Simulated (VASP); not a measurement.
Sc, 1 atom in the cell. Symmetry: Im-3m, No. 229, cubic system. The conventional cell has a = 3.480 Å, b = 3.480 Å, c = 3.480 Å, α = 90.00°, β = 90.00°, γ = 90.00°. Sc (site symmetry m-3m) has 14 Sc at 3.01 to 3.48 Å within 4.0 Å.  This cell differs from its parent crystal: volume scaled by 0.88.

| Item | Value |
| --- | --- |
| Program | VASP 6.6.1 |
| Task | single point |
| Functional | PBEsol |
| Potentials or basis | VASP PAW PBE potentials, release 64 (Sc_sv) |
| Cutoff | 520 eV |
| k mesh | 14 × 14 × 14 |
| Occupations | fermi-dirac, width 0.1 eV |
| Spin | no spin polarisation |
| Dipole correction | no |
| Further INCAR settings | ALGO = Normal; EDIFF = 1e-06; NBANDS = 12 |

Potentials or basis: VASP PAW PBE potentials, release 64 (Sc_sv).

Run with:

```console
$ cat potpaw_PBE.64/Sc_sv/POTCAR > POTCAR
$ mpirun -np 1 vasp_std > vasp.out
```

Hardware: 1 thread of Intel(R) Xeon(R) Platinum 8259CL CPU @ 2.50GHz (Skylake/Cascade Lake), on a shared host.

Problem. Estimate the wall time of this run.

Solution. Wall time 15 s on 1 thread of Intel(R) Xeon(R) Platinum 8259CL CPU @ 2.50GHz (Skylake/Cascade Lake), on a shared host, peak memory 0.15 GiB. Counts: scf iterations 11, k points 104.
